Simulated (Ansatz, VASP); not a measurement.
**Ta in VASP and in Ansatz**

Contents of INCAR:

```
  ALGO = Fast
  EDIFF = 1E-7
  ENCUT = 520
  GGA = PS
  ISIF = 2
  ISMEAR = 0
  LASPH = True
  LCHARG = False
  LREAL = False
  LWAVE = False
  NBANDS = 12
  NELM = 100
  PREC = Accurate
  SIGMA = 0.15
```

File KPOINTS:

```
k-points
0
Gamma
  22 22 22
```

The input POSCAR:

```
Ta
1.0
   -1.5807180841      1.5807180841      1.9779525386
    1.5807180841     -1.5807180841      1.9779525386
    1.5807180841      1.5807180841     -1.9779525386
Ta
1
Direct
    0.0000000000      0.0000000000      0.0000000000
```

Input for Ansatz:

```yaml
crystal:
  lattice:
    - [-1.5807180841, 1.5807180841, 1.9779525386]
    - [1.5807180841, -1.5807180841, 1.9779525386]
    - [1.5807180841, 1.5807180841, -1.9779525386]
  atoms:
    - { symbol: Ta, position: [0.0, 0.0, 0.0] }
basis:
  ecutwfc: 420
kpoints:
  mp_grid: { grid: [22, 22, 22] }
hamiltonian:
  xc: pbesol
  pseudopotentials: { kind: paw, azcp: { folder: soft_1 } }
scf:
  occupations: { method: gaussian, width: 0.15 }
output:
  forces: true
  stress: true
  eigenvalues: true
```

Alike in both runs: task single point; functional PBEsol; k mesh 22 × 22 × 22; occupations gaussian, width 0.15 eV; no spin polarisation.

|  | VASP | Ansatz |
| --- | --- | --- |
| version | VASP 6.6.1 | Ansatz 0.2.0 |
| potentials or method | VASP PAW PBE potentials, release 64 (Ta_pv), cutoff 520 eV | scalar-relativistic, plane waves, PAW |
| valence electrons in the cell | 11 | 13 |

```csv
,VASP,Ansatz,Ansatz less VASP
gap on the k mesh at the Fermi level (eV),none,none,-
pressure (GPa),-15.9,-15.9,0.00
"traceless stress, the component that is largest in VASP (GPa)",-7.74,-7.72,+0.026
```

VASP's potentials were made for PBE, not for PBEsol, and Ansatz warns of the same on its side. A gap of «none» marks a metal or a gap that the smearing closes. With one functional, cell and mesh, what is left measures potentials, basis and numerics. VASP's potentials hold 11 valence electrons a cell and Ansatz's 13, so a difference there can come from the potentials and not from the codes.

Neither program's run includes spin-orbit coupling.
